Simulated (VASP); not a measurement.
# LaS (Fm-3m) in VASP: a series of runs

Runs on LaS. Level: LDA. Tasks: single point.

All numbers are computed with VASP 6.6.1; they aren't measurements. Logs are shortened: lines on timing, memory, paths and dates and some standing lists are left out, and cuts for length are marked.

**1. The cell of the first run**

The structure is cubic, space group Fm-3m (No. 225). The conventional cell has a = 5.854 Å, b = 5.854 Å, c = 5.854 Å, α = 90.00°, β = 90.00°, γ = 90.00°. La (site symmetry m-3m) has 6 S at 2.93 Å within 3.9 Å. Within 3.9 Å of S (site symmetry m-3m) lie 6 La at 2.93 Å.

**2. Single point, LDA**

File INCAR:

```
SYSTEM = LaS
ALGO     = Normal         ! electronic algorithm
EDIFF    = 1E-6           ! SCF threshold, eV
ENCUT    = 520            ! plane-wave cutoff, eV
ISIF     = 2              ! what is computed and relaxed
ISMEAR   = 1              ! smearing method
LASPH    = .True.         ! aspherical terms in the spheres
LCHARG   = .False.        ! write CHGCAR
LREAL    = .False.        ! projectors in reciprocal space
LWAVE    = .False.        ! write WAVECAR
NBANDS   = 16             ! bands
NELM     = 80             ! most SCF steps
PREC     = Accurate       ! precision mode
SIGMA    = 0.01           ! smearing width, eV
```

File KPOINTS:

```
k-points
0
Gamma
  7 7 7
  0 0 0
```

File POSCAR:

```
LaS
1.0
    0.0000000000      2.9270000000      2.9270000000
    2.9270000000      0.0000000000      2.9270000000
    2.9270000000      2.9270000000      0.0000000000
La S
1 1
Direct
    0.0000000000      0.0000000000      0.0000000000
    0.5000000000      0.5000000000      0.5000000000
```

Potentials or basis: VASP PAW LDA potentials, release 64 (La, S).

On the command line:

```
$ cat potpaw_LDA.64/La/POTCAR potpaw_LDA.64/S/POTCAR > POTCAR
$ mpirun -np 1 vasp_std > vasp.out
```

OUTCAR:

```text
SYSTEM = LaS
   EDIFF = 1E-6
   ENCUT = 520
   ISIF = 2
   ISMEAR = 1
   LASPH = .True.
   LREAL = .False.
   NELM = 80
   PREC = Accurate

 ion  position               nearest neighbor table
   1  0.000  0.000  0.000-   2 2.93   2 2.93   2 2.93   2 2.93   2 2.93   2 2.93
   2  0.500  0.500  0.500-   1 2.93   1 2.93   1 2.93   1 2.93   1 2.93   1 2.93

  LATTYP: Found a face centered cubic cell.
 ALAT       =     5.8540000000

  Lattice vectors:

 A1 = (   0.0000000000,   2.9270000000,   2.9270000000)
 A2 = (   2.9270000000,   0.0000000000,   2.9270000000)
 A3 = (   2.9270000000,   2.9270000000,   0.0000000000)

Analysis of symmetry for initial positions (statically):
=====================================================================
 Subroutine PRICEL returns:
 Original cell was already a primitive cell.

 Routine SETGRP: Setting up the symmetry group for a
 face centered cubic supercell.

 Subroutine GETGRP returns: Found 48 space group operations
 (whereof 48 operations were pure point group operations)
 out of a pool of 48 trial point group operations.

The static configuration has the point symmetry O_h .

Analysis of symmetry for dynamics (positions and initial velocities):
=====================================================================
 Subroutine PRICEL returns:
 Original cell was already a primitive cell.

 Routine SETGRP: Setting up the symmetry group for a
 face centered cubic supercell.

 Subroutine GETGRP returns: Found 48 space group operations
 (whereof 48 operations were pure point group operations)
 out of a pool of 48 trial point group operations.

The dynamic configuration has the point symmetry O_h .

 Subroutine INISYM returns: Found 48 space group operations
 (whereof 48 operations are pure point group operations),
 and found     1 'primitive' translations

----------------------------------------------------------------------------------------

                                     Primitive cell

  volume of cell :      50.1531

  direct lattice vectors                    reciprocal lattice vectors
     0.000000000  2.927000000  2.927000000    -0.170823369  0.170823369  0.170823369
     2.927000000  0.000000000  2.927000000     0.170823369 -0.170823369  0.170823369
     2.927000000  2.927000000  0.000000000     0.170823369  0.170823369 -0.170823369

  length of vectors
[... 75 lines left out ...]
   ENCUT  =  520.0 eV  38.22 Ry    6.18 a.u.   7.70  7.70  7.70*2*pi/ulx,y,z
   NELM   =     80;   NELMIN=  2; NELMDL= -5     # of ELM steps
   EDIFF  = 0.1E-05   stopping-criterion for ELM
   LREAL  =      F    real-space projection
   EDIFFG = 0.1E-04   stopping-criterion for IOM
   NSW    =      0    number of steps for IOM
   IBRION =     -1    ionic relax: 0-MD 1-quasi-New 2-CG
   NFREE  =      0    steps in history (QN), initial steepest desc. (CG)
   ISIF   =      2    stress and relaxation
   ISYM   =      2    0-nonsym 1-usesym 2-fastsym
   POTIM  = 0.5000    time-step for ionic-motion
   TEBEG  =    0.0;   TEEND  =   0.0 temperature during run
   PSTRESS=    0.0 pullay stress
   NELECT =      17.0000    total number of electrons
   NUPDOWN=      -1.0000    fix difference up-down
   EMIN   =  10.00;   EMAX   =-10.00  energy-range for DOS
   EFERMI =   0.00;   METHOD = LEGACY
   ISMEAR =     1;   SIGMA  =   0.01  broadening in eV -4-tet -1-fermi 0-gaus
   EFERMI_NEDOS =   21; number of points for ismear=-14 and -15
   IALGO  =     38    algorithm
   IMIX   =      4    mixing-type and parameters
     AMIX     =   0.40;   BMIX     =  1.00
     AMIX_MAG =   1.60;   BMIX_MAG =  1.00
  volume/ion in A,a.u.               =      25.08       169.23
  Fermi-wavevector in a.u.,A,eV,Ry     =   1.141454  2.157035 17.727265  1.302917
  Thomas-Fermi vector in A             =   2.278154
   LORBIT       =      0    0 simple, 1 ext, 2 COOP (PROOUT), +10 PAW based schemes
   GGA     = CA    functional components
   LHFCALC =     F    Hartree Fock is set to
   AEXX    =    0.0000 exact exchange contribution
   IVDW    =     0    specifies the selected vdW correction
   LEPSILON=     F    determine dielectric tensor
   LRPA    =     F    only Hartree local field effects (RPA)
 non-spin polarized calculation
 Methfessel and Paxton  Order N= 1 SIGMA  =   0.01
  energy-cutoff  :      520.00
  volume of cell :       50.15
 maximum number of plane-waves:      1363
   NGX = 15   NGY = 15   NGZ = 15

 number of electron      16.9999999 magnetization

 Free energy of the ion-electron system (eV)
  ---------------------------------------------------
  ext. energy  EPLUGINS =         0.00000000
  ---------------------------------------------------
  free energy    TOTEN  =       -14.77138129 eV

  energy without entropy =      -14.77138699  energy(sigma->0) =      -14.77138319

 E-fermi :   8.8099     XC(G=0): -10.3325

 val. band max:        8.7927692006   @ k =   0.1429   0.0000   0.0000
 cond. band min:       8.8163741376   @ k =  -0.2857   0.4286   0.1429
 fundamental gap:      0.0236049370
 Fermi energy:         8.8098772179

 k-point     1 :       0.0000    0.0000    0.0000
  band No.  band energies     occupation
      1     -24.2116      2.00000
      2      -7.7613      2.00000
      3      -7.7613      2.00000
      4      -7.7613      2.00000
      5      -5.1025      2.00000
      6       5.4777      2.00000
[... 357 lines left out ...]
      3      -8.2957      2.00000
      4      -8.0573      2.00000
      5      -4.3635      2.00000
      6       3.9898      2.00000
[... 8 lines left out ...]
     15      10.5432      0.00000
     16      11.0494      0.00000

------------------------ aborting loop because EDIFF is reached ----------------------------------------

  FORCE on cell =-STRESS in cart. coord.  units (eV):
  Direction    XX          YY          ZZ          XY          YZ          ZX
  --------------------------------------------------------------------------------------
  -------------------------------------------------------------------------------------
  Total       -1.2003372     -1.2003372     -1.2003372     -0.0000000     -0.0000000      0.0000000
  in kB      -38.3456131    -38.3456131    -38.3456131     -0.0000000     -0.0000000      0.0000000
  external PRESSURE =     -38.3456131 kB  Pullay stress =       0.0000000 kB

 VOLUME and BASIS-vectors are now :
 -----------------------------------------------------------------------------
  energy-cutoff  :      520.00
  volume of cell :       50.15
      direct lattice vectors                 reciprocal lattice vectors
     0.000000000  2.927000000  2.927000000    -0.170823369  0.170823369  0.170823369
     2.927000000  0.000000000  2.927000000     0.170823369 -0.170823369  0.170823369
     2.927000000  2.927000000  0.000000000     0.170823369  0.170823369 -0.170823369

 POSITION                                       TOTAL-FORCE (eV/Angst)
 -----------------------------------------------------------------------------------
      0.00000      0.00000      0.00000         0.000000      0.000000      0.000000
      2.92700      2.92700      2.92700        -0.000000     -0.000000     -0.000000
 -----------------------------------------------------------------------------------
    total drift:                                0.000000     -0.000000     -0.000000

  FREE ENERGIE OF THE ION-ELECTRON SYSTEM (eV)
  ---------------------------------------------------
  free  energy   TOTEN  =       -14.7713812924 eV

  energy  without entropy=      -14.7713869876  energy(sigma->0) =      -14.77138319
```

Run time: 16 s. Hardware: 1 thread of Intel Xeon 6975P-C (Granite Rapids), shared host; peak memory 0.16 GiB.

What came out:

| Quantity | Value |
| --- | --- |
| Free energy | -14.7714 eV |
| Pressure | -3.8 GPa |

Levels at points of the mesh, in eV from the Fermi level:
```
           k point  band 7  band 8  band 9  band 10  band 11  band 12
(0.00, 0.00, 0.00)   -3.33   -3.33    0.06     0.06     0.06     1.05
```

Caveat: spin-orbit coupling is left out, which moves the levels of the heavy elements.

**3. Single point, LDA**

This run uses another cell than the first one, of 25.58 Å³/atom, 1.020 times its volume.

File INCAR:

```
SYSTEM = LaS
ALGO = Normal
EDIFF = 1E-6
ENCUT = 520
ISIF = 2
ISMEAR = 1
LASPH = .True.
LCHARG = .False.
LREAL = .False.
LWAVE = .False.
NBANDS = 16
NELM = 80
PREC = Accurate
SIGMA = 0.01
```

KPOINTS is that of step 2.

File POSCAR:

```
LaS
1.0
    0.0000000000      2.9463846709      2.9463846709
    2.9463846709      0.0000000000      2.9463846709
    2.9463846709      2.9463846709      0.0000000000
La S
1 1
Direct
    0.0000000000      0.0000000000      0.0000000000
    0.5000000000      0.5000000000      0.5000000000
```

Potentials or basis: VASP PAW LDA potentials, release 64 (La, S).

On the command line:

```
$ cat potpaw_LDA.64/La/POTCAR potpaw_LDA.64/S/POTCAR > POTCAR
$ mpirun -np 1 vasp_std > vasp.out
```

Run time: 17 s. Hardware: 1 thread of Intel Xeon 6975P-C (Granite Rapids), shared host; peak memory 0.16 GiB.

The run converged. Its results:

```yaml
Free_energy: -14.7429 eV
Pressure: -5.3 GPa
```

Levels at points of the mesh, in eV from the Fermi level:
```tsv
k point	band 5	band 6	band 7	band 8	band 9	band 10	band 11	band 12	band 13	band 14
(0.00, 0.00, 0.00)	-13.88	-3.33	-3.33	-3.33	0.06	0.06	0.06	1.03	1.03	1.07
```

Caveat: spin-orbit coupling is left out, which moves the levels of the heavy elements.

**4. Single point, LDA**

This run uses another cell than the first one, of 26.08 Å³/atom, 1.040 times its volume.

File INCAR:

```
PREC = Accurate
ENCUT = 520
EDIFF = 1E-6
ISMEAR = 1
SIGMA = 0.01
LREAL = False
LASPH = True
NELM = 60
ALGO = Normal
ISIF = 2
LWAVE = False
LCHARG = False
GGA = CA
NBANDS = 16
```

File KPOINTS:

```
regular mesh
0
Gamma
  7 7 7
```

File POSCAR:

```
LaS
1.0
    0.0000000000      2.9655175750      2.9655175750
    2.9655175750      0.0000000000      2.9655175750
    2.9655175750      2.9655175750      0.0000000000
La S
1 1
Direct
    0.0000000000      0.0000000000      0.0000000000
    0.5000000000      0.5000000000      0.5000000000
```

Potentials or basis: VASP PAW LDA potentials, release 64 (La, S).

On the command line:

```
$ cat potpaw_LDA.64/La/POTCAR potpaw_LDA.64/S/POTCAR > POTCAR
$ mpirun -np 1 vasp_std > vasp.out
```

OUTCAR:

```text
PREC = Accurate
   ENCUT = 520
   EDIFF = 1E-6
   ISMEAR = 1
   LREAL = False
   LASPH = True
   NELM = 60
   ISIF = 2
   GGA = CA

 ion  position               nearest neighbor table
   1  0.000  0.000  0.000-   2 2.97   2 2.97   2 2.97   2 2.97   2 2.97   2 2.97
   2  0.500  0.500  0.500-   1 2.97   1 2.97   1 2.97   1 2.97   1 2.97   1 2.97

  LATTYP: Found a face centered cubic cell.
 ALAT       =     5.9310351500

  Lattice vectors:

 A1 = (   0.0000000000,   2.9655175750,   2.9655175750)
 A2 = (   2.9655175750,   0.0000000000,   2.9655175750)
 A3 = (   2.9655175750,   2.9655175750,   0.0000000000)

Analysis of symmetry for initial positions (statically):
=====================================================================
 Subroutine PRICEL returns:
 Original cell was already a primitive cell.

 Routine SETGRP: Setting up the symmetry group for a
 face centered cubic supercell.

 Subroutine GETGRP returns: Found 48 space group operations
 (whereof 48 operations were pure point group operations)
 out of a pool of 48 trial point group operations.

The static configuration has the point symmetry O_h .

Analysis of symmetry for dynamics (positions and initial velocities):
=====================================================================
 Subroutine PRICEL returns:
 Original cell was already a primitive cell.

 Routine SETGRP: Setting up the symmetry group for a
 face centered cubic supercell.

 Subroutine GETGRP returns: Found 48 space group operations
 (whereof 48 operations were pure point group operations)
 out of a pool of 48 trial point group operations.

The dynamic configuration has the point symmetry O_h .

 Subroutine INISYM returns: Found 48 space group operations
 (whereof 48 operations are pure point group operations),
 and found     1 'primitive' translations

----------------------------------------------------------------------------------------

[... 106 lines left out ...]
     AMIX     =   0.40;   BMIX     =  1.00
     AMIX_MAG =   1.60;   BMIX_MAG =  1.00
  volume/ion in A,a.u.               =      26.08       175.99
  Fermi-wavevector in a.u.,A,eV,Ry     =   1.126628  2.129019 17.269755  1.269291
  Thomas-Fermi vector in A             =   2.263311
   LORBIT       =      0    0 simple, 1 ext, 2 COOP (PROOUT), +10 PAW based schemes
   GGA     = CA    functional components
   LHFCALC =     F    Hartree Fock is set to
   AEXX    =    0.0000 exact exchange contribution
   IVDW    =     0    specifies the selected vdW correction
   LEPSILON=     F    determine dielectric tensor
   LRPA    =     F    only Hartree local field effects (RPA)
 non-spin polarized calculation
 Methfessel and Paxton  Order N= 1 SIGMA  =   0.01
  energy-cutoff  :      520.00
  volume of cell :       52.16
 maximum number of plane-waves:      1418
   NGX = 15   NGY = 15   NGZ = 15

 number of electron      16.9999999 magnetization

 Free energy of the ion-electron system (eV)
  ---------------------------------------------------
  ext. energy  EPLUGINS =         0.00000000
  ---------------------------------------------------
  free energy    TOTEN  =       -14.70581222 eV

  energy without entropy =      -14.70578802  energy(sigma->0) =      -14.70580416

 E-fermi :   8.4245     XC(G=0): -10.1622

 val. band max:        8.4173402433   @ k =   0.1429   0.0000   0.0000
 cond. band min:       8.4306067023   @ k =  -0.2857   0.4286   0.1429
 fundamental gap:      0.0132664589
 Fermi energy:         8.4245309358

 k-point     1 :       0.0000    0.0000    0.0000
  band No.  band energies     occupation
      1     -24.7163      2.00000
      2      -8.2768      2.00000
      3      -8.2768      2.00000
      4      -8.2768      2.00000
      5      -5.4190      2.00000
      6       5.1037      2.00000
[... 357 lines left out ...]
      3      -8.7398      2.00000
      4      -8.5311      2.00000
      5      -4.7566      2.00000
      6       3.6755      2.00000
[... 8 lines left out ...]
     15      10.0001      0.00000
     16      10.4802      0.00000

------------------------ aborting loop because EDIFF is reached ----------------------------------------

  FORCE on cell =-STRESS in cart. coord.  units (eV):
  Direction    XX          YY          ZZ          XY          YZ          ZX
  --------------------------------------------------------------------------------------
  -------------------------------------------------------------------------------------
  Total       -2.1444829     -2.1444829     -2.1444829      0.0000000      0.0000000     -0.0000000
  in kB      -65.8721234    -65.8721234    -65.8721234      0.0000000      0.0000000     -0.0000000
  external PRESSURE =     -65.8721234 kB  Pullay stress =       0.0000000 kB

 VOLUME and BASIS-vectors are now :
 -----------------------------------------------------------------------------
  energy-cutoff  :      520.00
  volume of cell :       52.16
      direct lattice vectors                 reciprocal lattice vectors
     0.000000000  2.965517575  2.965517575    -0.168604632  0.168604632  0.168604632
     2.965517575  0.000000000  2.965517575     0.168604632 -0.168604632  0.168604632
     2.965517575  2.965517575  0.000000000     0.168604632  0.168604632 -0.168604632

 POSITION                                       TOTAL-FORCE (eV/Angst)
 -----------------------------------------------------------------------------------
      0.00000      0.00000      0.00000         0.000000      0.000000      0.000000
      2.96552      2.96552      2.96552        -0.000000     -0.000000     -0.000000
 -----------------------------------------------------------------------------------
    total drift:                                0.000000     -0.000000     -0.000000

  FREE ENERGIE OF THE ION-ELECTRON SYSTEM (eV)
  ---------------------------------------------------
  free  energy   TOTEN  =       -14.7058122210 eV

  energy  without entropy=      -14.7057880233  energy(sigma->0) =      -14.70580416
```

stdout:

```text
POSCAR found type information on POSCAR LaS
 POSCAR found :  2 types and       2 ions
 scaLAPACK will be used
 LDA part: xc-table for (Slater(with rela. corr.)+CA(PZ))
 , standard interpolation
 POSCAR, INCAR and KPOINTS ok, starting setup
 FFT: planning ... GRIDC
 FFT: planning ... GRID_SOFT
 FFT: planning ... GRID
 WAVECAR not read
 entering main loop
```

It took 14 s on 1 thread of Intel Xeon 6975P-C (Granite Rapids), shared host; peak memory 0.16 GiB.

Results:

```yaml
Free_energy: -14.7058 eV
Pressure: -6.6 GPa
```

Levels at points of the mesh, in eV from the Fermi level:
```
           k point  band 7  band 8  band 9  band 10  band 11  band 12
(0.00, 0.00, 0.00)   -3.32   -3.32    0.07     0.07     0.07     1.01
```

Caveat: spin-orbit coupling is left out, which moves the levels of the heavy elements.

**5. Single point, LDA**

This run uses another cell than the first one, of 26.58 Å³/atom, 1.060 times its volume.

File INCAR:

```
PREC = Accurate
ENCUT = 520
EDIFF = 1E-7
ISMEAR = 1
SIGMA = 0.01
LREAL = F
LASPH = T
NELM = 60
ALGO = Normal
ISIF = 2
LWAVE = F
LCHARG = T
GGA = CA
LELF = T
LVHAR = T
NBANDS = 16
```

KPOINTS is that of step 4.

File POSCAR:

```
LaS
1.0
    0.0000000000      2.9844067312      2.9844067312
    2.9844067312      0.0000000000      2.9844067312
    2.9844067312      2.9844067312      0.0000000000
La S
1 1
Direct
    0.0000000000      0.0000000000      0.0000000000
    0.5000000000      0.5000000000      0.5000000000
```

On the command line:

```
$ cat potpaw_LDA.64/La/POTCAR potpaw_LDA.64/S/POTCAR > POTCAR
$ mpirun -np 1 vasp_std > vasp.out
```

Wall time 15 s (1 thread of Intel Xeon 6975P-C (Granite Rapids), shared host); peak memory 0.16 GiB.

The run converged. Its results:

| Quantity | Value |
| --- | --- |
| Free energy | -14.6611 eV |
| Pressure | -7.7 GPa |

Levels at points of the mesh, in eV from the Fermi level:
```csv
k point,band 6,band 7,band 8,band 9,band 10,band 11,band 12,band 13
"(0.00, 0.00, 0.00)",-3.31,-3.31,-3.31,0.08,0.08,0.08,0.98,0.98
```

Caveat: spin-orbit coupling is left out, which moves the levels of the heavy elements.

**6. Summary**

| cell | gap on the mesh (eV) | pressure (GPa) |
| --- | --- | --- |
| a = 4.139 Å, angles 60.0°, 2 atoms | none | -3.8 |
| a = 4.167 Å, angles 60.0°, 2 atoms | none | -5.3 |
| a = 4.194 Å, angles 60.0°, 2 atoms | none | -6.6 |
| a = 4.221 Å, angles 60.0°, 2 atoms | none | -7.7 |

Alike in all rows: task single point; level LDA; potentials or basis VASP PAW LDA potentials, release 64 (La, S); no spin polarisation; k mesh 7 × 7 × 7; cutoff (eV) 520; smearing methfessel-paxton 0.01 eV.

Caveats: spin-orbit coupling is left out, which moves the levels of the heavy elements.

Absolute energies hang on the potentials; compare differences alone.
